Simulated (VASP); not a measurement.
Write the native input for VASP 6.6.1 that does the following.

```
Task                   : single point
Functional             : r2SCAN
Potentials or basis    : VASP PAW PBE potentials, release 64 (Mg, B)
Cutoff                 : 520 eV
k mesh                 : 6 × 6 × 6
Occupations            : gaussian, width 0.1 eV
Spin                   : no spin polarisation
Dipole correction      : no
Further INCAR settings : ALGO = Normal; EDIFF = 1e-07; NBANDS = 11
```

MgB2:

```
Mg B
1.0
     3.03738    0.00000    0.00000
    -1.51869    2.63045    0.00000
     0.00000    0.00000    3.22548
Mg B
1 2
Direct
  0.00000 0.00000 0.00000
  0.33333 0.66667 0.50000
  0.66667 0.33333 0.50000
```

The input as run:

POSCAR

```
MgB2
1.0
    3.0373807832      0.0000000000      0.0000000000
   -1.5186903916      2.6304489192      0.0000000000
    0.0000000000      0.0000000000      3.2254800932
Mg B
1 2
Direct
    0.0000000000      0.0000000000      0.0000000000
    0.3333333333      0.6666666667      0.5000000000
    0.6666666667      0.3333333333      0.5000000000
```

INCAR.step1

```
SYSTEM = MgB2
PREC     = Accurate       ! precision mode
ENCUT    = 520            ! plane-wave cutoff, eV
ISMEAR   = 0              ! smearing method
SIGMA    = 0.1            ! smearing width, eV
LREAL    = .FALSE.        ! projectors in reciprocal space
LASPH    = .TRUE.         ! aspherical terms in the spheres
NELM     = 80             ! most SCF steps
NBANDS   = 11             ! bands
GGA      = PE             ! functional
ALGO     = Normal         ! electronic algorithm
EDIFF    = 1E-4           ! SCF threshold, eV
LWAVE    = .TRUE.         ! write WAVECAR
LCHARG   = .FALSE.        ! write CHGCAR
```

INCAR.step2

```
SYSTEM = MgB2
PREC     = Accurate       ! precision mode
ENCUT    = 520            ! plane-wave cutoff, eV
EDIFF    = 1E-7           ! SCF threshold, eV
ISMEAR   = 0              ! smearing method
SIGMA    = 0.1            ! smearing width, eV
LREAL    = .FALSE.        ! projectors in reciprocal space
LASPH    = .TRUE.         ! aspherical terms in the spheres
NELM     = 80             ! most SCF steps
ALGO     = Normal         ! electronic algorithm
ISIF     = 2              ! what is computed and relaxed
LWAVE    = .FALSE.        ! write WAVECAR
LCHARG   = .FALSE.        ! write CHGCAR
METAGGA  = R2SCAN         ! meta-GGA
LMIXTAU  = .TRUE.       
NBANDS   = 11             ! bands
ISTART   = 1
```

KPOINTS

```
Automatic mesh
0
G
  6 6 6
  0 0 0
```

Potentials or basis: VASP PAW PBE potentials, release 64 (Mg, B).

Run with:

```sh
$ cat potpaw_PBE.64/Mg/POTCAR potpaw_PBE.64/B/POTCAR > POTCAR
$ cp INCAR.step1 INCAR
$ mpirun -np 1 vasp_std > vasp.out
$ cp INCAR.step2 INCAR
$ mpirun -np 1 vasp_std > vasp.out
```

Results of the run:

* Pressure: 16.1 GPa
* Band gap on the k mesh: zero (band 4 reaches 8.64 eV, above the bottom of band 5 at 3.67 eV)

Caveat: the k points lie up to 0.40 Å⁻¹ apart; the PAW data sets were made with another functional, which shifts forces and pressure a little.

Wall time 20 s on 1 thread of Intel Xeon 6975P-C, on a shared host, peak memory 0.14 GiB.
